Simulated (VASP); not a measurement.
Ta, 2 atoms in the cell. It takes space group P6_3/mmc (No. 194, hexagonal). Conventional cell: a = 2.863 Å, b = 2.863 Å, c = 5.153 Å, α = 90.00°, β = 90.00°, γ = 120.00°. Within 3.8 Å of Ta (site symmetry -6m2) lie 12 Ta at 2.86 to 3.06 Å. 

| Property | Result |
| --- | --- |
| Program | VASP 6.6.1 |
| Task | single point |
| Functional | PBE |
| Potentials or basis | VASP PAW PBE potentials, release 64 (Ta_pv) |
| Cutoff | 520 eV |
| k mesh | 9 × 9 × 5 |
| Occupations | gaussian, width 0.05 eV |
| Spin | no spin polarisation |
| Dipole correction | no |
| Further INCAR settings | ALGO = Normal; EDIFF = 1e-07; NBANDS = 18 |

Potentials or basis: VASP PAW PBE potentials, release 64 (Ta_pv).

The run is started by

```bash
$ cat potpaw_PBE.64/Ta_pv/POTCAR > POTCAR
$ mpirun -np 1 vasp_std > vasp.out
```

Hardware: 1 thread of Intel Xeon 8259CL, on a shared host.

Task: How long does it take, and how much memory?

Result: Run time: 37 s on 1 thread of Intel Xeon 8259CL (shared host), peak memory 0.16 GiB. Counts: scf iterations 13, k points 36.
